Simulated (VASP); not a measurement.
# ZnSe (v.bB) (F-43m) in VASP: single point with PBE

Aim: the single point of ZnSe (v.bB) with PBE.

Program: VASP 6.6.1. These are calculated values, not measurements. Logs are shortened: lines on timing, memory, paths and dates and some standing lists are left out, and cuts for length are marked.

**1. The cell of the first run**

Symmetry: F-43m, No. 216, cubic system. The conventional cell has a = 5.733 Å, b = 5.733 Å, c = 5.733 Å, α = 90.00°, β = 90.00°, γ = 90.00°. Within 3.3 Å of Zn (site symmetry -43m) lie 4 Se at 2.48 Å. Se (site symmetry -43m) has 4 Zn at 2.48 Å within 3.3 Å.

**2. Single point, PBE**

File INCAR:

```
SYSTEM = ZnSe
PREC = Accurate ; ENCUT = 500
EDIFF = 1E-6 ; ISMEAR = 0
SIGMA = 0.02 ; LREAL = .False.
LASPH = .True. ; NELM = 120
ALGO = Normal ; ISIF = 2
LWAVE = .False. ; LCHARG = .True.
GGA = PE ; LELF = .True.
LVHAR = .True. ; NBANDS = 16
GGA_COMPAT = .False.
```

File KPOINTS:

```
Automatic mesh
0
Gamma
  8 8 8
  0 0 0
```

File POSCAR:

```
ZnSe
1.0
    0.0000000000      2.8664318268      2.8664318268
    2.8664318268      0.0000000000      2.8664318268
    2.8664318268      2.8664318268      0.0000000000
Zn Se
1 1
Direct
    0.0000000000      0.0000000000      0.0000000000
    0.2500000000      0.2500000000      0.2500000000
```

Potentials or basis: VASP PAW PBE potentials, release 64 (Zn, Se).

Launch:

```bash
cat potpaw_PBE.64/Zn/POTCAR potpaw_PBE.64/Se/POTCAR > POTCAR
mpirun -np 1 vasp_std > vasp.out
```

OUTCAR:

```text
SYSTEM = ZnSe
   PREC = Accurate
   ENCUT = 500
   EDIFF = 1E-6
   ISMEAR = 0
   LREAL = .False.
   LASPH = .True.
   NELM = 120
   ISIF = 2
   GGA = PE

 ion  position               nearest neighbor table
   1  0.000  0.000  0.000-   2 2.48   2 2.48   2 2.48   2 2.48
   2  0.250  0.250  0.250-   1 2.48   1 2.48   1 2.48   1 2.48

  LATTYP: Found a face centered cubic cell.
 ALAT       =     5.7328636536

  Lattice vectors:

 A1 = (   0.0000000000,   2.8664318268,   2.8664318268)
 A2 = (   2.8664318268,   0.0000000000,   2.8664318268)
 A3 = (   2.8664318268,   2.8664318268,   0.0000000000)

Analysis of symmetry for initial positions (statically):
=====================================================================
 Subroutine PRICEL returns:
 Original cell was already a primitive cell.

 Routine SETGRP: Setting up the symmetry group for a
 face centered cubic supercell.

 Subroutine GETGRP returns: Found 24 space group operations
 (whereof 24 operations were pure point group operations)
 out of a pool of 48 trial point group operations.

The static configuration has the point symmetry T_d .

Analysis of symmetry for dynamics (positions and initial velocities):
=====================================================================
 Subroutine PRICEL returns:
 Original cell was already a primitive cell.

 Routine SETGRP: Setting up the symmetry group for a
 face centered cubic supercell.

 Subroutine GETGRP returns: Found 24 space group operations
 (whereof 24 operations were pure point group operations)
 out of a pool of 48 trial point group operations.

The dynamic configuration has the point symmetry T_d .

 Subroutine INISYM returns: Found 24 space group operations
 (whereof 24 operations are pure point group operations),
 and found     1 'primitive' translations

----------------------------------------------------------------------------------------

                                     Primitive cell

  volume of cell :      47.1037

  direct lattice vectors                    reciprocal lattice vectors
     0.000000000  2.866431827  2.866431827    -0.174432894  0.174432894  0.174432894
     2.866431827  0.000000000  2.866431827     0.174432894 -0.174432894  0.174432894
     2.866431827  2.866431827  0.000000000     0.174432894  0.174432894 -0.174432894

  length of vectors
     4.053746765  4.053746765  4.053746765     0.302126636  0.302126636  0.302126636

  position of ions in fractional coordinates (direct lattice)
     0.000000000  0.000000000  0.000000000
     0.250000000  0.250000000  0.250000000

  ion indices of the primitive-cell ions
   primitive index   ion index
                 1           1
                 2           2

----------------------------------------------------------------------------------------

 KPOINTS: Automatic mesh

Automatic generation of k-mesh.
 Grid dimensions read from file:
 generate k-points for:    8    8    8

 Generating k-lattice:

  Cartesian coordinates                     Fractional coordinates (reciprocal lattice)
    -0.021804112  0.021804112  0.021804112     0.125000000  0.000000000  0.000000000
     0.021804112 -0.021804112  0.021804112     0.000000000  0.125000000  0.000000000
     0.021804112  0.021804112 -0.021804112     0.000000000  0.000000000  0.125000000

  Length of vectors
     0.037765829  0.037765829  0.037765829

  Shift w.r.t. Gamma in fractional coordinates (k-lattice)
     0.000000000  0.000000000  0.000000000

 Subroutine IBZKPT returns following result:
 ===========================================

 Found     29 irreducible k-points:

 Following reciprocal coordinates:
            Coordinates               Weight
  0.000000  0.000000  0.000000      1.000000
  0.125000  0.000000  0.000000      8.000000
  0.250000  0.000000  0.000000      8.000000
  0.375000  0.000000  0.000000      8.000000
  0.500000  0.000000  0.000000      4.000000
  0.125000  0.125000  0.000000      6.000000
[... 16 lines left out ...]
  0.500000  0.250000  0.125000     48.000000
 -0.375000  0.250000  0.125000     24.000000
 [... further k-points ...]
   k-points           NKPTS =     29   k-points in BZ     NKDIM =     29   number of bands    NBANDS=     16
   number of dos      NEDOS =    301   number of ions     NIONS =      2
   total plane-waves  NPLWV =  27000
   dimension x,y,z NGX =    30 NGY =   30 NGZ =   30
   dimension x,y,z NGXF=    60 NGYF=   60 NGZF=   60
   ions per type =               1   1
   NGX,Y,Z   is equivalent  to a cutoff of  12.30, 12.30, 12.30 a.u.
   NGXF,Y,Z  is equivalent  to a cutoff of  24.61, 24.61, 24.61 a.u.
 SYSTEM =  ZnSe
   PREC   = accura    normal or accurate (medium, high low for compatibility)
   ISTART =      0    job   : 0-new  1-cont  2-samecut
   ICHARG =      2    charge: 1-file 2-atom 10-const
   ISPIN  =      1    spin polarized calculation?
   LNONCOLLINEAR =      F non collinear calculations
   LSORBIT =      F    spin-orbit coupling
   LASPH  =      T    aspherical Exc in radial PAW
   ENCUT  =  500.0 eV  36.75 Ry    6.06 a.u.   7.39  7.39  7.39*2*pi/ulx,y,z
   NELM   =    120;   NELMIN=  2; NELMDL= -5     # of ELM steps
   EDIFF  = 0.1E-05   stopping-criterion for ELM
   LREAL  =      F    real-space projection
   EDIFFG = 0.1E-04   stopping-criterion for IOM
   NSW    =      0    number of steps for IOM
   IBRION =     -1    ionic relax: 0-MD 1-quasi-New 2-CG
   NFREE  =      0    steps in history (QN), initial steepest desc. (CG)
   ISIF   =      2    stress and relaxation
   ISYM   =      2    0-nonsym 1-usesym 2-fastsym
   POTIM  = 0.5000    time-step for ionic-motion
   TEBEG  =    0.0;   TEEND  =   0.0 temperature during run
   PSTRESS=    0.0 pullay stress
   NELECT =      18.0000    total number of electrons
   NUPDOWN=      -1.0000    fix difference up-down
   EMIN   =  10.00;   EMAX   =-10.00  energy-range for DOS
   EFERMI =   0.00;   METHOD = LEGACY
   ISMEAR =     0;   SIGMA  =   0.02  broadening in eV -4-tet -1-fermi 0-gaus
   EFERMI_NEDOS =   21; number of points for ismear=-14 and -15
   IALGO  =     38    algorithm
   IMIX   =      4    mixing-type and parameters
     AMIX     =   0.40;   BMIX     =  1.00
     AMIX_MAG =   1.60;   BMIX_MAG =  1.00
  volume/ion in A,a.u.               =      23.55       158.94
  Fermi-wavevector in a.u.,A,eV,Ry     =   1.187993  2.244982 19.202289  1.411328
  Thomas-Fermi vector in A             =   2.324133
   LORBIT       =      0    0 simple, 1 ext, 2 COOP (PROOUT), +10 PAW based schemes
   GGA     = PE    functional components
   LHFCALC =     F    Hartree Fock is set to
   AEXX    =    0.0000 exact exchange contribution
   IVDW    =     0    specifies the selected vdW correction
   LEPSILON=     F    determine dielectric tensor
   LRPA    =     F    only Hartree local field effects (RPA)
 non-spin polarized calculation
 Gauss-broadening in eV      SIGMA  =   0.02
  energy-cutoff  :      500.00
  volume of cell :       47.10
 maximum number of plane-waves:      1243
 NGX is ok and might be reduce to    30
   NGX = 15   NGY = 15   NGZ = 15

 number of electron      18.0000017 magnetization

 Free energy of the ion-electron system (eV)
  ---------------------------------------------------
  ext. energy  EPLUGINS =         0.00000000
  ---------------------------------------------------
  free energy    TOTEN  =        -6.03233187 eV

  energy without entropy =       -6.03233187  energy(sigma->0) =       -6.03233187

 E-fermi :   1.4104     XC(G=0):  -9.1656

 val. band max:        1.3246688430   @ k =   0.0000   0.0000   0.0000
 cond. band min:       2.4781165833   @ k =   0.0000   0.0000   0.0000
 fundamental gap:      1.1534477403
 Fermi energy:         1.4103668197

 k-point     1 :       0.0000    0.0000    0.0000
  band No.  band energies     occupation
      1     -11.7201      2.00000
      2      -5.1024      2.00000
      3      -5.1024      2.00000
      4      -5.1024      2.00000
      5      -4.7631      2.00000
      6      -4.7631      2.00000
[... 8 lines left out ...]
     15      12.7130      0.00000
     16      12.7130      0.00000

 k-point     2 :       0.1250    0.0000    0.0000
  band No.  band energies     occupation
      1     -11.6260      2.00000
      2      -5.0935      2.00000
      3      -5.0877      2.00000
      4      -5.0877      2.00000
      5      -4.7643      2.00000
      6      -4.7643      2.00000
[... 8 lines left out ...]
     15      11.9592      0.00000
     16      11.9794      0.00000

 k-point     3 :       0.2500    0.0000    0.0000
  band No.  band energies     occupation
      1     -11.3826      2.00000
      2      -5.0556      2.00000
      3      -5.0556      2.00000
      4      -5.0353      2.00000
      5      -4.7628      2.00000
      6      -4.7628      2.00000
[... 8 lines left out ...]
     15      11.7233      0.00000
     16      11.9813      0.00000

 k-point     4 :       0.3750    0.0000    0.0000
  band No.  band energies     occupation
      1     -11.1111      2.00000
      2      -5.0297      2.00000
      3      -5.0297      2.00000
      4      -4.8487      2.00000
      5      -4.7532      2.00000
      6      -4.7532      2.00000
[... 8 lines left out ...]
     15      12.7910      0.00000
     16      12.7910      0.00000

 k-point     5 :       0.5000    0.0000    0.0000
  band No.  band energies     occupation
      1     -10.9884      2.00000
      2      -5.0213      2.00000
      3      -5.0213      2.00000
      4      -4.7463      2.00000
      5      -4.7463      2.00000
      6      -4.6164      2.00000
[... 8 lines left out ...]
     15      14.2893      0.00000
     16      14.2893      0.00000

 k-point     6 :       0.1250    0.1250    0.0000
  band No.  band energies     occupation
      1     -11.5946      2.00000
      2      -5.1070      2.00000
      3      -5.0746      2.00000
      4      -5.0746      2.00000
      5      -4.7733      2.00000
      6      -4.7566      2.00000
[... 8 lines left out ...]
     15      12.4041      0.00000
     16      12.9303      0.00000

 k-point     7 :       0.2500    0.1250    0.0000
  band No.  band energies     occupation
      1     -11.4003      2.00000
      2      -5.0875      2.00000
      3      -5.0405      2.00000
      4      -5.0352      2.00000
      5      -4.7779      2.00000
      6      -4.7508      2.00000
[... 8 lines left out ...]
     15      12.7957      0.00000
     16      13.3073      0.00000

 k-point     8 :       0.3750    0.1250    0.0000
  band No.  band energies     occupation
      1     -11.1343      2.00000
      2      -5.0393      2.00000
      3      -5.0103      2.00000
      4      -4.9265      2.00000
      5      -4.7592      2.00000
      6      -4.7441      2.00000
[... 8 lines left out ...]
     15      12.9903      0.00000
     16      13.5164      0.00000

 k-point     9 :       0.5000    0.1250    0.0000
  band No.  band energies     occupation
      1     -10.9558      2.00000
      2      -5.0192      2.00000
      3      -4.9998      2.00000
      4      -4.7820      2.00000
      5      -4.7445      2.00000
      6      -4.6297      2.00000
[... 8 lines left out ...]
     15      13.5958      0.00000
     16      14.3064      0.00000
[... 172 lines left out ...]
 k-point    19 :       0.5000    0.3750    0.0000
  band No.  band energies     occupation
      1     -10.7810      2.00000
      2      -5.0372      2.00000
      3      -4.8920      2.00000
      4      -4.8756      2.00000
      5      -4.7267      2.00000
      6      -4.6102      2.00000
[... 8 lines left out ...]
     15      14.8033      0.00000
     16      15.3833      0.00000

 k-point    20 :      -0.3750    0.3750    0.0000
  band No.  band energies     occupation
      1     -10.7595      2.00000
      2      -5.0116      2.00000
      3      -4.9102      2.00000
      4      -4.8304      2.00000
      5      -4.7432      2.00000
      6      -4.5208      2.00000
[... 8 lines left out ...]
     15      13.2349      0.00000
     16      16.3853      0.00000

 k-point    21 :       0.5000    0.5000    0.0000
  band No.  band energies     occupation
      1     -10.7407      2.00000
      2      -5.0536      2.00000
      3      -4.8704      2.00000
      4      -4.8704      2.00000
      5      -4.7189      2.00000
      6      -4.5963      2.00000
[... 8 lines left out ...]
     15      15.1515      0.00000
     16      15.5963      0.00000

 k-point    22 :       0.3750    0.2500    0.1250
  band No.  band energies     occupation
      1     -11.1927      2.00000
      2      -5.0548      2.00000
      3      -5.0073      2.00000
      4      -4.9780      2.00000
      5      -4.7752      2.00000
      6      -4.7403      2.00000
[... 8 lines left out ...]
     15      13.4697      0.00000
     16      14.5838      0.00000

 k-point    23 :       0.5000    0.2500    0.1250
  band No.  band energies     occupation
      1     -10.9666      2.00000
      2      -5.0111      2.00000
      3      -4.9847      2.00000
      4      -4.8559      2.00000
      5      -4.7511      2.00000
      6      -4.6994      2.00000
[... 8 lines left out ...]
     15      13.7615      0.00000
     16      14.8816      0.00000

 k-point    24 :      -0.3750    0.2500    0.1250
  band No.  band energies     occupation
      1     -10.8666      2.00000
      2      -5.0041      2.00000
      3      -4.9720      2.00000
      4      -4.7900      2.00000
      5      -4.7561      2.00000
      6      -4.5695      2.00000
[... 8 lines left out ...]
     15      13.9459      0.00000
     16      14.7367      0.00000

 [... further k-points ...]

------------------------ aborting loop because EDIFF is reached ----------------------------------------

  FORCE on cell =-STRESS in cart. coord.  units (eV):
  Direction    XX          YY          ZZ          XY          YZ          ZX
  --------------------------------------------------------------------------------------
  -------------------------------------------------------------------------------------
  Total        0.0600189      0.0600189      0.0600189      0.0000000     -0.0000000     -0.0000000
  in kB        2.0414740      2.0414740      2.0414740      0.0000000     -0.0000000     -0.0000000
  external PRESSURE =       2.0414740 kB  Pullay stress =       0.0000000 kB

 VOLUME and BASIS-vectors are now :
 -----------------------------------------------------------------------------
  energy-cutoff  :      500.00
  volume of cell :       47.10
      direct lattice vectors                 reciprocal lattice vectors
     0.000000000  2.866431827  2.866431827    -0.174432894  0.174432894  0.174432894
     2.866431827  0.000000000  2.866431827     0.174432894 -0.174432894  0.174432894
     2.866431827  2.866431827  0.000000000     0.174432894  0.174432894 -0.174432894

 POSITION                                       TOTAL-FORCE (eV/Angst)
 -----------------------------------------------------------------------------------
      0.00000      0.00000      0.00000        -0.000000     -0.000000     -0.000000
      1.43322      1.43322      1.43322         0.000000      0.000000      0.000000
 -----------------------------------------------------------------------------------
    total drift:                               -0.000000     -0.000000     -0.000001

  FREE ENERGIE OF THE ION-ELECTRON SYSTEM (eV)
  ---------------------------------------------------
  free  energy   TOTEN  =        -6.0323318711 eV

  energy  without entropy=       -6.0323318711  energy(sigma->0) =       -6.03233187
```

Wall time 12 s (1 thread of Intel Xeon Platinum 8559C (Emerald Rapids), shared host); peak memory 0.17 GiB.

Results:

```
Free energy            : -6.0323 eV
Pressure               : 0.2 GPa
Band gap on the k mesh : 1.15 eV, direct
```

PBE gaps usually lie below the measured ones, often by a third to a half.
